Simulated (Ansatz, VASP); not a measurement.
**One calculation of AlN, two programs**

POSCAR

```
AlN
1.0
    2.9554520440      0.0000000000      0.0000000000
   -1.4777260220      2.5594965498      0.0000000000
    0.0000000000      0.0000000000      4.7291000000
Al N
2 2
Direct
    0.3333333333      0.6666666667      0.0000000000
    0.6666666667      0.3333333333      0.5000000000
    0.3333333333      0.6666666667      0.3850000000
    0.6666666667      0.3333333333      0.8850000000
```

The input INCAR.step1:

```
PREC     = Accurate       # precision mode
ENCUT    = 520            # plane-wave cutoff, eV
ISMEAR   = 0              # smearing method
SIGMA    = 0.05           # smearing width, eV
LREAL    = F              # projectors in reciprocal space
LASPH    = T              # aspherical terms in the spheres
NELM     = 100            # most SCF steps
NBANDS   = 16             # bands
GGA      = PE             # functional
ALGO     = Normal         # electronic algorithm
EDIFF    = 1E-4           # SCF threshold, eV
LWAVE    = T              # write WAVECAR
LCHARG   = F              # write CHGCAR
```

The input INCAR.step2:

```
PREC     = Accurate       # precision mode
ENCUT    = 520            # plane-wave cutoff, eV
EDIFF    = 1E-6           # SCF threshold, eV
ISMEAR   = 0              # smearing method
SIGMA    = 0.05           # smearing width, eV
LREAL    = F              # projectors in reciprocal space
LASPH    = T              # aspherical terms in the spheres
NELM     = 100            # most SCF steps
ALGO     = Normal         # electronic algorithm
ISIF     = 2              # what is computed and relaxed
LWAVE    = F              # write WAVECAR
LCHARG   = F              # write CHGCAR
METAGGA  = R2SCAN         # meta-GGA
LMIXTAU  = T            
NBANDS   = 16             # bands
ISTART   = 1
```

Contents of KPOINTS:

```
Automatic mesh
0
Gamma
  12 12 6
```

Input for Ansatz:

```yaml
crystal:
  lattice:
    - [2.955452044, 0.0, 0.0]
    - [-1.477726022, 2.5594965498, 0.0]
    - [0.0, 0.0, 4.7291]
  atoms:
    - { symbol: Al, position: [0.3333333333, 0.6666666667, 0.0] }
    - { symbol: Al, position: [0.6666666667, 0.3333333333, 0.5] }
    - { symbol: "N", position: [0.3333333333, 0.6666666667, 0.385] }
    - { symbol: "N", position: [0.6666666667, 0.3333333333, 0.885] }
basis:
  ecutwfc: 500
kpoints:
  mp_grid: { grid: [12, 12, 6] }
hamiltonian:
  xc: r2scan
scf:
  occupations: { method: gaussian, width: 0.05 }
output:
  forces: true
  stress: true
  eigenvalues: true
```

Change from the starting cell: strain -0.050 along x and y, -0.050 along z, atoms carried along.

Alike in both runs: task single point; functional r2SCAN; k mesh 12 × 12 × 6; occupations gaussian, width 0.05 eV; no spin polarisation.

```csv
,VASP,Ansatz
version,VASP 6.6.1,Ansatz 0.2.0
potentials or method,"VASP PAW PBE potentials, release 64 (Al, N), cutoff 520 eV","scalar-relativistic, plane waves, PAW"
valence electrons in the cell,16,16
```

VASP gave:

* gap on the k mesh at the Fermi level (eV): 5.75
* least direct gap on the mesh (eV): 6.33
* pressure (GPa): 42.4
* traceless stress, the component that is largest in VASP (GPa): -4.75
* rms of the force components (eV/Å): 0.115

Which values does Ansatz return?

gap on the k mesh at the Fermi level (eV): 5.77; least direct gap on the mesh (eV): 6.28; pressure (GPa): 42.4; traceless stress, the component that is largest in VASP (GPa): -4.65; rms of the force components (eV/Å): 0.113.

VASP's potentials were made for PBE, not for r2SCAN. Atom by atom the forces differ by 0.002 eV/Å (rms over components). Both programs put the cell under a high pressure, so it lies far from rest at this level.
